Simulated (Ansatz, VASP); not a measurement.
AlRu: VASP beside Ansatz

INCAR

```
  ALGO = Fast
  EDIFF = 1E-6
  ENCUT = 520
  GGA = PE
  ISIF = 2
  ISMEAR = 0
  LASPH = True
  LCHARG = False
  LREAL = False
  LWAVE = False
  NBANDS = 16
  NELM = 60
  PREC = Accurate
  SIGMA = 0.15
```

KPOINTS

```
k-points
0
Gamma
  20 20 20
```

POSCAR

```
AlRu
1.0
    3.0942072663      0.0000000000      0.0000000000
    0.0000000000      3.0942072663      0.0000000000
    0.0000000000      0.0000000000      3.0942072663
Al Ru
1 1
Direct
    0.0000000000      0.0000000000      0.0000000000
    0.5000000000      0.5000000000      0.5000000000
```

Input for Ansatz:

```yaml
crystal:
  lattice:
    - [3.0942072663, 0.0, 0.0]
    - [0.0, 3.0942072663, 0.0]
    - [0.0, 0.0, 3.0942072663]
  atoms:
    - { symbol: Al, position: [0.0, 0.0, 0.0] }
    - { symbol: Ru, position: [0.5, 0.5, 0.5] }
basis:
  ecutwfc: 420
kpoints:
  mp_grid: { grid: [20, 20, 20] }
hamiltonian:
  xc: pbe
scf:
  occupations: { method: gaussian, width: 0.15 }
output:
  forces: true
  stress: true
  eigenvalues: true
```

Change from the starting cell: strain +0.030 along x and y, +0.030 along z, atoms carried along.

Alike in both runs: task single point; functional PBE; k mesh 20 × 20 × 20; occupations gaussian, width 0.15 eV; no spin polarisation.

|  | VASP | Ansatz |
| --- | --- | --- |
| version | VASP 6.6.1 | Ansatz 0.2.0 |
| potentials or method | VASP PAW PBE potentials, release 64 (Al, Ru_pv), cutoff 520 eV | scalar-relativistic, plane waves, PAW |
| valence electrons in the cell | 17 | 19 |

Ansatz gave:

* gap on the k mesh at the Fermi level (eV): none
* pressure (GPa): -14.8

Task: What did VASP give for the same quantities?

Result: gap on the k mesh at the Fermi level (eV): none; pressure (GPa): -14.9.

A gap of «none» marks a metal or a gap that the smearing closes. The functional is the same, so the differences come from potentials, cutoffs and numerics. VASP's potentials hold 17 valence electrons a cell and Ansatz's 19, so a difference there can come from the potentials and not from the codes.
